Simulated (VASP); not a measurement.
Wanted: the native input for a VASP 6.6.1 run.

| Item | Value |
| --- | --- |
| Task | single point |
| Functional | PBE |
| Potentials or basis | VASP PAW PBE potentials, release 64 (Sc_sv, Ta_pv, F) |
| Cutoff | 520 eV |
| k mesh | 10 × 10 × 8 |
| Occupations | gaussian, width 0.1 eV |
| Spin | no spin polarisation |
| Dipole correction | no |
| Further INCAR settings | ALGO = Normal; EDIFF = 1e-06; NBANDS = 34 |

The structure of ScTa3F lies in POSCAR:

```
ScTa3F
1.0
    4.0533257855      0.0000000000      0.0000000000
    0.0000000000      4.0533257855      0.0000000000
    0.0000000000      0.0000000000      5.6126706845
Sc Ta F
1 3 1
Direct
    0.0000000000      0.0000000000      0.0362690435
    0.0000000000      0.5000000000      0.4640584229
    0.5000000000      0.0000000000      0.4640584229
    0.5000000000      0.5000000000      0.1050040498
    0.5000000000      0.5000000000      0.7032100810
```

The cell was generated, and may not be a known phase.

The input as run:

INCAR

```
PREC = Accurate ; ENCUT = 520
EDIFF = 1E-6 ; ISMEAR = 0
SIGMA = 0.1 ; LREAL = False
LASPH = True ; NELM = 60
ALGO = Normal ; ISIF = 2
LWAVE = False ; LCHARG = True
GGA = PE ; LELF = True
LVHAR = True ; NBANDS = 34
```

KPOINTS

```
regular mesh
0
Gamma
  10 10 8
```

Potentials or basis: VASP PAW PBE potentials, release 64 (Sc_sv, Ta_pv, F).

The run is started by

```sh
$ cat potpaw_PBE.64/Sc_sv/POTCAR potpaw_PBE.64/Ta_pv/POTCAR potpaw_PBE.64/F/POTCAR > POTCAR
$ mpirun -np 1 vasp_std > vasp.out
```

Results of the run:

| Item | Value |
| --- | --- |
| Pressure | 0.0 GPa |
| Largest force | 0.039 eV/Å |
| Band gap on the k mesh | zero (an odd number of electrons rules out a gap without spin polarisation) |

Caveat: spin-orbit coupling is left out, which moves the levels of the heavy elements; an odd number of electrons without spin polarisation forces a metal; a magnetic or distorted state may lie lower.

It took 2.7 min on 1 thread of Intel(R) Xeon(R) 6975P-C (Granite Rapids) (shared host), peak memory 0.41 GiB.
